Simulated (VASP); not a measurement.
HF: single point with PBEsol

HF:

```
F H
1.0
     5.46479    0.00000    0.00000
     0.00000    5.46479    0.00000
     0.00000    0.00000    5.46479
F H
6 6
Direct
  0.06062 0.02732 0.03982
  0.47720 0.72945 0.61334
  0.77187 0.22519 0.77117
  0.81132 0.99056 0.41347
  0.14185 0.40170 0.49213
  0.61490 0.47863 0.17311
  0.96395 0.10482 0.90849
  0.60928 0.77458 0.49310
  0.77502 0.16400 0.60187
  0.92225 0.00033 0.26479
  0.29317 0.50093 0.53409
  0.63236 0.45976 0.00549
```

```yaml
Program: VASP 6.6.1
Task: single point
Functional: PBEsol
Potentials_or_basis: VASP PAW PBE potentials, release 64 (F_h, H_h)
Cutoff: 910 eV
k_mesh: 1 × 1 × 1
Occupations: fermi-dirac, width 0.02 eV
Spin: no spin polarisation
```

```yaml
Pressure: -2.0 GPa
Largest_force: 2.413 eV/Å
Band_gap_on_the_k_mesh: 6.47 eV
```

Forces in eV/Å, atoms in the order of the input:
```
F   -0.075 -0.205  0.435
F    1.288  0.127 -1.232
F   -0.199  0.264  0.275
F    0.125 -0.448 -0.644
F    2.024  1.184  0.573
F   -0.054  0.184  0.771
H   -0.202  0.112  0.244
H   -1.369 -0.406  1.180
H    0.285  0.000 -0.027
H   -0.019  0.261 -0.198
H   -1.882 -0.921 -0.609
H    0.078 -0.154 -0.766
```

Stress tensor (GPa, compression positive):
```
-3.40 -1.55  0.86
-1.55 -1.34  0.47
 0.86  0.47 -1.25
```

Levels at points of the mesh, in eV from the valence-band top:
```
           k point  band 21  band 22  band 23  band 24  band 25  band 26  band 27  band 28
(0.00, 0.00, 0.00)    -0.89    -0.88    -0.08     0.00     6.47    10.78    11.00    11.29
```

Wall time 18 s on 1 thread of Intel(R) Xeon(R) 6975P-C (Granite Rapids) (shared host), peak memory 0.33 GiB.

Caveat: the k points lie up to 1.15 Å⁻¹ apart; the cutoff is under 1.25 times the usual one of these potentials, so pressure, stress and relaxed cells hold a basis-set (Pulay) error; the PAW data sets were made with another functional, which shifts forces and pressure a little.
